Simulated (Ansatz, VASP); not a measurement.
# TiSi2: VASP beside Ansatz

The input INCAR:

```
SYSTEM = TiSi2
PREC     = Accurate       ! precision mode
ENCUT    = 520            ! plane-wave cutoff, eV
EDIFF    = 1E-6           ! SCF threshold, eV
ISMEAR   = -1             ! smearing method
SIGMA    = 0.05           ! smearing width, eV
LREAL    = .False.        ! projectors in reciprocal space
LASPH    = .True.         ! aspherical terms in the spheres
NELM     = 80             ! most SCF steps
ALGO     = Normal         ! electronic algorithm
ISIF     = 2              ! what is computed and relaxed
LWAVE    = .False.        ! write WAVECAR
LCHARG   = .True.         ! write CHGCAR
GGA      = PE             ! functional
LELF     = .True.         ! ELF
LVHAR    = .True.       
NBANDS   = 29             ! bands
```

KPOINTS

```
Automatic mesh
0
Gamma
  7 7 7
  0 0 0
```

File POSCAR:

```
TiSi2
1.0
    0.0000000000      4.1982724224      4.3465052936
    2.4363770274      0.0000000000      4.3465052936
    2.4363770274      4.1982724224      0.0000000000
Ti Si
2 4
Direct
    0.7500000000      0.7500000000      0.7500000000
    0.5000000000      0.5000000000      0.5000000000
    0.4125656100      0.0874343900      0.4125656100
    0.0874343900      0.4125656100      0.0874343900
    0.1625656100      0.8374343900      0.1625656100
    0.8374343900      0.1625656100      0.8374343900
```

The input input.yaml:

```yaml
crystal:
  lattice:
    - [0.0, 4.1982724224, 4.3465052936]
    - [2.4363770274, 0.0, 4.3465052936]
    - [2.4363770274, 4.1982724224, 0.0]
  atoms:
    - { symbol: Ti, position: [0.75, 0.75, 0.75] }
    - { symbol: Ti, position: [0.5, 0.5, 0.5] }
    - { symbol: Si, position: [0.41256561, 0.08743439, 0.41256561] }
    - { symbol: Si, position: [0.08743439, 0.41256561, 0.08743439] }
    - { symbol: Si, position: [0.16256561, 0.83743439, 0.16256561] }
    - { symbol: Si, position: [0.83743439, 0.16256561, 0.83743439] }
kpoints:
  mp_grid: { grid: [7, 7, 7] }
scf:
  occupations: { method: fermi_dirac, width: 0.05 }
hamiltonian:
  xc: pbe
  pseudopotentials: { kind: all_electron, lapw: { basis_error: 0.001 } }
output:
  forces: true
  stress: true
  eigenvalues: true
```

Change from the starting cell: volume scaled by 1.06.

Alike in both runs: task single point; functional PBE; k mesh 7 × 7 × 7; occupations fermi-dirac, width 0.05 eV; no spin polarisation.

|  | VASP | Ansatz |
| --- | --- | --- |
| version | VASP 6.6.1 | Ansatz 0.2.0 |
| potentials or method | VASP PAW PBE potentials, release 64 (Ti_sv, Si), cutoff 520 eV | all-electron LAPW, scalar-relativistic |

|  | VASP | Ansatz | Ansatz less VASP |
| --- | --- | --- | --- |
| gap on the k mesh at the Fermi level (eV) | none | none | - |
| pressure (GPa) | -5.8 | -5.8 | -0.01 |
| traceless stress, the component that is largest in VASP (GPa) | -0.52 | -0.52 | -0.002 |
| rms of the force components (eV/Å) | 0.004 | 0.004 | -0.0005 |

Atom by atom the forces differ by 0.000 eV/Å (rms over components). A gap of «none» marks a metal or a gap that the smearing closes. Ansatz ran all-electron here, and VASP with PAW potentials.
